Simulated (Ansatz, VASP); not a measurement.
**NaAg2I3: VASP beside Ansatz**

File INCAR:

```
PREC = Accurate ; ENCUT = 520
EDIFF = 1E-6 ; ISMEAR = 0
SIGMA = 0.1 ; LREAL = F
LASPH = T ; NELM = 80
ALGO = Normal ; ISIF = 2
LWAVE = F ; LCHARG = F
GGA = PE ; NBANDS = 34
```

KPOINTS

```
regular mesh
0
Gamma
  3 3 3
```

POSCAR

```
NaAg2I3
1.0
    3.3713653400      1.9464586900      5.3247740200
   -3.3713653400      1.9464586900      5.3247740200
    0.0000000000     -3.8929173800      5.3247740200
Na Ag I
1 2 3
Direct
    0.0000000000      0.0000000000      0.0000000000
    0.6258687400      0.6258687400      0.6258687400
    0.3741312600      0.3741312600      0.3741312600
    0.0000000000      0.5000000000      0.0000000000
    0.5000000000      0.0000000000      0.0000000000
    0.0000000000      0.0000000000      0.5000000000
```

Input for Ansatz:

```yaml
crystal:
  lattice:
    - [3.37136534, 1.94645869, 5.32477402]
    - [-3.37136534, 1.94645869, 5.32477402]
    - [0.0, -3.89291738, 5.32477402]
  atoms:
    - { symbol: Na, position: [0.0, 0.0, 0.0] }
    - { symbol: Ag, position: [0.62586874, 0.62586874, 0.62586874] }
    - { symbol: Ag, position: [0.37413126, 0.37413126, 0.37413126] }
    - { symbol: I, position: [0.0, 0.5, 0.0] }
    - { symbol: I, position: [0.5, 0.0, 0.0] }
    - { symbol: I, position: [0.0, 0.0, 0.5] }
basis:
  ecutwfc: 420
kpoints:
  mp_grid: { grid: [3, 3, 3] }
hamiltonian:
  xc: pbe
scf:
  occupations: { method: gaussian, width: 0.1 }
  lower_state_search: "off"
output:
  forces: true
  stress: true
  eigenvalues: true
```

Change from the starting cell: species swapped into the Ho2Al3Fe type (R-3m, No. 166).

Alike in both runs: task single point; functional PBE; k mesh 3 × 3 × 3; occupations gaussian, width 0.1 eV; no spin polarisation.

```csv
,VASP,Ansatz
version,VASP 6.6.1,Ansatz 0.2.0
potentials or method,"VASP PAW PBE potentials, release 64 (Na_pv, Ag, I), cutoff 520 eV","scalar-relativistic, plane waves, PAW"
valence electrons in the cell,50,98
```

|  | VASP | Ansatz | Ansatz less VASP |
| --- | --- | --- | --- |
| gap on the k mesh at the Fermi level (eV) | none | none | - |
| pressure (GPa) | 0.3 | 0.3 | +0.02 |
| traceless stress, the component that is largest in VASP (GPa) | -3.05 | -3.07 | -0.021 |
| rms of the force components (eV/Å) | 0.007 | 0.008 | +0.0002 |

Atom by atom the forces differ by 0.000 eV/Å (rms over components). A gap of «none» marks a metal or a gap that the smearing closes. The functional is the same, so the differences come from potentials, cutoffs and numerics. VASP's potentials hold 50 valence electrons a cell and Ansatz's 98, so a difference there can come from the potentials and not from the codes.

The k mesh is coarse, so the values compare programs but aren't converged. Spin-orbit coupling is off throughout.
